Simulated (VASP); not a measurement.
# Cu (Fm-3m) in VASP: further runs

Cu is run at these levels: PBEsol; tasks: single point, relaxation of cell and atoms.

All numbers are computed with VASP 6.6.1; they aren't measurements. Logs are shortened: lines on timing, memory, paths and dates and some standing lists are left out, and cuts for length are marked.

## 1. The cell of the first run

The structure is cubic, space group Fm-3m (No. 225). Conventional cell: a = 3.563 Å, b = 3.563 Å, c = 3.563 Å, α = 90.00°, β = 90.00°, γ = 90.00°. Within 3.3 Å of Cu (site symmetry m-3m) lie 12 Cu at 2.52 Å.

## 2. Single point, PBEsol

The input, INCAR:

```
SYSTEM = Cu
ALGO = Fast
EDIFF = 1E-6
ENCUT = 520
GGA = PS
ISIF = 2
ISMEAR = 0
LASPH = .True.
LCHARG = .False.
LREAL = .False.
LWAVE = .False.
NBANDS = 12
NELM = 60
PREC = Accurate
SIGMA = 0.1
```

The input, KPOINTS:

```
k-points
0
Gamma
  20 20 20
  0 0 0
```

The input, POSCAR:

```
Cu
1.0
    0.0000000000      1.7816860421      1.7816860421
    1.7816860421      0.0000000000      1.7816860421
    1.7816860421      1.7816860421      0.0000000000
Cu
1
Direct
    0.0000000000      0.0000000000      0.0000000000
```

Potentials or basis: VASP PAW PBE potentials, release 64 (Cu).

Run with:

```console
$ cat potpaw_PBE.64/Cu/POTCAR > POTCAR
$ mpirun -np 1 vasp_std > vasp.out
```

OUTCAR:

```text
SYSTEM = Cu
   EDIFF = 1E-6
   ENCUT = 520
   GGA = PS
   ISIF = 2
   ISMEAR = 0
   LASPH = .True.
   LREAL = .False.
   NELM = 60
   PREC = Accurate

 ion  position               nearest neighbor table
   1  0.000  0.000  0.000-

  LATTYP: Found a face centered cubic cell.
 ALAT       =     3.5633720842

  Lattice vectors:

 A1 = (   0.0000000000,   1.7816860421,   1.7816860421)
 A2 = (   1.7816860421,   0.0000000000,   1.7816860421)
 A3 = (   1.7816860421,   1.7816860421,   0.0000000000)

Analysis of symmetry for initial positions (statically):
=====================================================================
 Subroutine PRICEL returns:
 Original cell was already a primitive cell.

 Routine SETGRP: Setting up the symmetry group for a
 face centered cubic supercell.

 Subroutine GETGRP returns: Found 48 space group operations
 (whereof 48 operations were pure point group operations)
 out of a pool of 48 trial point group operations.

The static configuration has the point symmetry O_h .

Analysis of symmetry for dynamics (positions and initial velocities):
=====================================================================
 Subroutine PRICEL returns:
 Original cell was already a primitive cell.

 Routine SETGRP: Setting up the symmetry group for a
 face centered cubic supercell.

 Subroutine GETGRP returns: Found 48 space group operations
 (whereof 48 operations were pure point group operations)
 out of a pool of 48 trial point group operations.

The dynamic configuration has the point symmetry O_h .

 Subroutine INISYM returns: Found 48 space group operations
 (whereof 48 operations are pure point group operations),
 and found     1 'primitive' translations

----------------------------------------------------------------------------------------

                                     Primitive cell

  volume of cell :      11.3116

  direct lattice vectors                    reciprocal lattice vectors
     0.000000000  1.781686042  1.781686042    -0.280633057  0.280633057  0.280633057
     1.781686042  0.000000000  1.781686042     0.280633057 -0.280633057  0.280633057
     1.781686042  1.781686042  0.000000000     0.280633057  0.280633057 -0.280633057

  length of vectors
     2.519684565  2.519684565  2.519684565     0.486070712  0.486070712  0.486070712

  position of ions in fractional coordinates (direct lattice)
     0.000000000  0.000000000  0.000000000

  ion indices of the primitive-cell ions
   primitive index   ion index
                 1           1

----------------------------------------------------------------------------------------

 KPOINTS: k-points

Automatic generation of k-mesh.
 Grid dimensions read from file:
 generate k-points for:   20   20   20

 Generating k-lattice:

  Cartesian coordinates                     Fractional coordinates (reciprocal lattice)
    -0.014031653  0.014031653  0.014031653     0.050000000  0.000000000  0.000000000
     0.014031653 -0.014031653  0.014031653     0.000000000  0.050000000  0.000000000
     0.014031653  0.014031653 -0.014031653     0.000000000  0.000000000  0.050000000

  Length of vectors
     0.024303536  0.024303536  0.024303536

  Shift w.r.t. Gamma in fractional coordinates (k-lattice)
     0.000000000  0.000000000  0.000000000

 Subroutine IBZKPT returns following result:
 ===========================================

 Found    256 irreducible k-points:

 Following reciprocal coordinates:
            Coordinates               Weight
  0.000000  0.000000  0.000000      1.000000
  0.050000  0.000000  0.000000      8.000000
  0.100000  0.000000  0.000000      8.000000
  0.150000  0.000000  0.000000      8.000000
  0.200000  0.000000  0.000000      8.000000
  0.250000  0.000000  0.000000      8.000000
[... 16 lines left out ...]
 -0.400000  0.050000  0.000000     24.000000
 -0.350000  0.050000  0.000000     24.000000
 [... further k-points ...]
   k-points           NKPTS =    256   k-points in BZ     NKDIM =    256   number of bands    NBANDS=     12
   number of dos      NEDOS =    301   number of ions     NIONS =      1
   total plane-waves  NPLWV =   8000
   dimension x,y,z NGX =    20 NGY =   20 NGZ =   20
   dimension x,y,z NGXF=    40 NGYF=   40 NGZF=   40
   ions per type =               1
   NGX,Y,Z   is equivalent  to a cutoff of  13.20, 13.20, 13.20 a.u.
   NGXF,Y,Z  is equivalent  to a cutoff of  26.39, 26.39, 26.39 a.u.
 SYSTEM =  Cu
   PREC   = accura    normal or accurate (medium, high low for compatibility)
   ISTART =      0    job   : 0-new  1-cont  2-samecut
   ICHARG =      2    charge: 1-file 2-atom 10-const
   ISPIN  =      1    spin polarized calculation?
   LNONCOLLINEAR =      F non collinear calculations
   LSORBIT =      F    spin-orbit coupling
   LASPH  =      T    aspherical Exc in radial PAW
   ENCUT  =  520.0 eV  38.22 Ry    6.18 a.u.   4.68  4.68  4.68*2*pi/ulx,y,z
   NELM   =     60;   NELMIN=  2; NELMDL= -5     # of ELM steps
   EDIFF  = 0.1E-05   stopping-criterion for ELM
   LREAL  =      F    real-space projection
   EDIFFG = 0.1E-04   stopping-criterion for IOM
   NSW    =      0    number of steps for IOM
   IBRION =     -1    ionic relax: 0-MD 1-quasi-New 2-CG
   NFREE  =      0    steps in history (QN), initial steepest desc. (CG)
   ISIF   =      2    stress and relaxation
   ISYM   =      2    0-nonsym 1-usesym 2-fastsym
   POTIM  = 0.5000    time-step for ionic-motion
   TEBEG  =    0.0;   TEEND  =   0.0 temperature during run
   PSTRESS=    0.0 pullay stress
   NELECT =      11.0000    total number of electrons
   NUPDOWN=      -1.0000    fix difference up-down
   EMIN   =  10.00;   EMAX   =-10.00  energy-range for DOS
   EFERMI =   0.00;   METHOD = LEGACY
   ISMEAR =     0;   SIGMA  =   0.10  broadening in eV -4-tet -1-fermi 0-gaus
   EFERMI_NEDOS =   21; number of points for ismear=-14 and -15
   IALGO  =     68    algorithm
   IMIX   =      4    mixing-type and parameters
     AMIX     =   0.40;   BMIX     =  1.00
     AMIX_MAG =   1.60;   BMIX_MAG =  1.00
  volume/ion in A,a.u.               =      11.31        76.33
  Fermi-wavevector in a.u.,A,eV,Ry     =   1.621927  3.064997 35.792114  2.630646
  Thomas-Fermi vector in A             =   2.715623
   LORBIT       =      0    0 simple, 1 ext, 2 COOP (PROOUT), +10 PAW based schemes
   GGA     = PS    functional components
   LHFCALC =     F    Hartree Fock is set to
   AEXX    =    0.0000 exact exchange contribution
   IVDW    =     0    specifies the selected vdW correction
   LEPSILON=     F    determine dielectric tensor
   LRPA    =     F    only Hartree local field effects (RPA)
 non-spin polarized calculation
 RMM-DIIS sequential band-by-band and
 Gauss-broadening in eV      SIGMA  =   0.10
  energy-cutoff  :      520.00
  volume of cell :       11.31
 maximum number of plane-waves:       322
   NGX =  9   NGY =  9   NGZ =  9

 number of electron      11.0000013 magnetization

 Free energy of the ion-electron system (eV)
  ---------------------------------------------------
  ext. energy  EPLUGINS =         0.00000000
  ---------------------------------------------------
  free energy    TOTEN  =        -4.30993181 eV

  energy without entropy =       -4.30864230  energy(sigma->0) =       -4.30928705

 E-fermi :   7.9108     XC(G=0): -13.1615

 val. band max:        7.8572072098   @ k =   0.4500   0.3000   0.0000
 cond. band min:       7.9155542772   @ k =   0.5000   0.2500   0.1000
 fundamental gap:      0.0583470674
 Fermi energy:         7.9108205616

 k-point     1 :       0.0000    0.0000    0.0000
  band No.  band energies     occupation
      1      -1.7780      2.00000
      2       4.7845      2.00000
      3       4.7845      2.00000
      4       4.7845      2.00000
      5       5.6743      2.00000
      6       5.6743      2.00000
      7      30.8730      0.00000
      8      33.8251      0.00000
      9      33.8251      0.00000
     10      33.8251      0.00000
     11      36.3440      0.00000
     12      36.3440      0.00000

 k-point     2 :       0.0500    0.0000    0.0000
  band No.  band energies     occupation
      1      -1.6839      2.00000
      2       4.7634      2.00000
      3       4.8032      2.00000
      4       4.8032      2.00000
      5       5.6666      2.00000
      6       5.6666      2.00000
      7      30.4173      0.00000
      8      32.5252      0.00000
      9      33.5149      0.00000
     10      33.5149      0.00000
     11      36.7832      0.00000
     12      36.7832      0.00000

 k-point     3 :       0.1000    0.0000    0.0000
  band No.  band energies     occupation
      1      -1.4043      2.00000
      2       4.7046      2.00000
      3       4.8533      2.00000
      4       4.8533      2.00000
      5       5.6494      2.00000
      6       5.6494      2.00000
      7      28.4705      0.00000
      8      31.7432      0.00000
      9      32.9153      0.00000
     10      32.9153      0.00000
     11      37.7328      0.00000
     12      38.0352      0.00000

 k-point     4 :       0.1500    0.0000    0.0000
  band No.  band energies     occupation
      1      -0.9478      2.00000
      2       4.6228      2.00000
      3       4.9152      2.00000
      4       4.9152      2.00000
      5       5.6410      2.00000
      6       5.6410      2.00000
      7      25.8824      0.00000
      8      31.4728      0.00000
      9      32.3170      0.00000
     10      32.3170      0.00000
     11      38.1915      0.00000
     12      38.6194      0.00000

 k-point     5 :       0.2000    0.0000    0.0000
  band No.  band energies     occupation
      1      -0.3326      2.00000
      2       4.5429      2.00000
      3       4.9566      2.00000
      4       4.9566      2.00000
      5       5.6710      2.00000
      6       5.6710      2.00000
      7      23.2617      0.00000
      8      31.1812      0.00000
      9      31.8002      0.00000
     10      31.8002      0.00000
     11      38.1925      0.00000
     12      38.2747      0.00000

 k-point     6 :       0.2500    0.0000    0.0000
  band No.  band energies     occupation
      1       0.4054      2.00000
      2       4.5060      2.00000
      3       4.9527      2.00000
      4       4.9527      2.00000
      5       5.7599      2.00000
      6       5.7599      2.00000
      7      20.7263      0.00000
      8      30.8005      0.00000
      9      31.3840      0.00000
     10      31.3840      0.00000
     11      37.1132      0.00000
     12      37.1132      0.00000

 k-point     7 :       0.3000    0.0000    0.0000
  band No.  band energies     occupation
      1       1.1921      2.00000
      2       4.5842      2.00000
      3       4.9102      2.00000
      4       4.9102      2.00000
      5       5.8934      2.00000
      6       5.8934      2.00000
      7      18.3226      0.00000
      8      30.3722      0.00000
      9      31.0700      0.00000
     10      31.0700      0.00000
     11      35.9614      0.00000
     12      35.9614      0.00000

 k-point     8 :       0.3500    0.0000    0.0000
  band No.  band energies     occupation
      1       1.8884      2.00000
      2       4.8528      2.00000
      3       4.8528      2.00000
      4       4.8987      2.00000
      5       6.0385      2.00000
      6       6.0385      2.00000
      7      16.0937      0.00000
      8      29.9633      0.00000
      9      30.8528      0.00000
     10      30.8528      0.00000
     11      34.9835      0.00000
     12      34.9835      0.00000
[... 166 lines left out ...]
 k-point    20 :       0.4500    0.0500    0.0000
  band No.  band energies     occupation
      1       2.5561      2.00000
      2       4.7361      2.00000
      3       4.8079      2.00000
      4       5.6287      2.00000
      5       6.2618      2.00000
      6       6.7161      2.00000
      7      13.0525      0.00000
      8      28.9158      0.00000
      9      29.5119      0.00000
     10      30.3631      0.00000
     11      34.5742      0.00000
     12      35.0653      0.00000

 k-point    21 :       0.5000    0.0500    0.0000
  band No.  band energies     occupation
      1       2.6512      2.00000
      2       4.7168      2.00000
      3       4.7837      2.00000
      4       5.8729      2.00000
      5       6.2824      2.00000
      6       7.2047      2.00000
      7      12.0071      0.00000
      8      28.6507      0.00000
      9      29.8450      0.00000
     10      30.0266      0.00000
     11      34.4952      0.00000
     12      34.6899      0.00000

 k-point    22 :      -0.4500    0.0500    0.0000
  band No.  band energies     occupation
      1       2.6340      2.00000
      2       4.7253      2.00000
      3       4.7843      2.00000
      4       5.8489      2.00000
      5       6.2427      2.00000
      6       7.0913      2.00000
      7      12.2404      0.00000
      8      28.4061      0.00000
      9      29.9877      0.00000
     10      30.3571      0.00000
     11      34.1070      0.00000
     12      34.9529      0.00000

 k-point    23 :      -0.4000    0.0500    0.0000
  band No.  band energies     occupation
      1       2.4905      2.00000
      2       4.7598      2.00000
      3       4.8101      2.00000
      4       5.5091      2.00000
      5       6.1470      2.00000
      6       6.6064      2.00000
      7      13.5815      0.00000
      8      28.2416      0.00000
      9      30.1923      0.00000
     10      31.0250      0.00000
     11      33.9197      0.00000
     12      35.3416      0.00000

 k-point    24 :      -0.3500    0.0500    0.0000
  band No.  band energies     occupation
      1       2.1337      2.00000
      2       4.8140      2.00000
      3       4.8573      2.00000
      4       4.9622      2.00000
      5       6.0083      2.00000
      6       6.3035      2.00000
      7      15.4591      0.00000
      8      28.1984      0.00000
      9      30.5820      0.00000
     10      31.7765      0.00000
     11      33.9934      0.00000
     12      35.8076      0.00000

 [... further k-points ...]
[... 5 lines left out ...]
  --------------------------------------------------------------------------------------
  -------------------------------------------------------------------------------------
  Total        0.0514778      0.0514778      0.0514778      0.0000000      0.0000000      0.0000000
  in kB        7.2913400      7.2913400      7.2913400      0.0000000      0.0000000      0.0000000
  external PRESSURE =       7.2913400 kB  Pullay stress =       0.0000000 kB

 VOLUME and BASIS-vectors are now :
 -----------------------------------------------------------------------------
  energy-cutoff  :      520.00
  volume of cell :       11.31
      direct lattice vectors                 reciprocal lattice vectors
     0.000000000  1.781686042  1.781686042    -0.280633057  0.280633057  0.280633057
     1.781686042  0.000000000  1.781686042     0.280633057 -0.280633057  0.280633057
     1.781686042  1.781686042  0.000000000     0.280633057  0.280633057 -0.280633057

 POSITION                                       TOTAL-FORCE (eV/Angst)
 -----------------------------------------------------------------------------------
      0.00000      0.00000      0.00000         0.000000      0.000000      0.000000
 -----------------------------------------------------------------------------------
    total drift:                                0.000000      0.000000      0.000000

  FREE ENERGIE OF THE ION-ELECTRON SYSTEM (eV)
  ---------------------------------------------------
  free  energy   TOTEN  =        -4.3099318068 eV

  energy  without entropy=       -4.3086422984  energy(sigma->0) =       -4.30928705
```

Run time: 17 s. Hardware: 1 thread of Intel Xeon 6975P-C (Granite Rapids), shared host; peak memory 0.14 GiB.

What came out:

* Free energy: -4.3099 eV
* Pressure: 0.7 GPa

Levels at points of the mesh, in eV from the Fermi level:
```csv
k point,band 2,band 3,band 4,band 5,band 6,band 7,band 8,band 9,band 10,band 11
"(0.00, 0.00, 0.00)",-3.13,-3.13,-3.13,-2.24,-2.24,22.96,25.91,25.91,25.91,28.43
"(0.50, 0.00, 0.00)",-3.16,-3.16,-1.63,-1.63,-1.13,3.99,21.43,22.73,22.73,25.69
"(0.50, 0.50, 0.00)",-4.62,-1.65,-1.48,-1.48,1.46,7.44,13.40,13.40,18.03,21.00
```

Caveat: the PAW data sets were made with another functional, which shifts forces and pressure a little.

(Continued in part 2 of 2.)
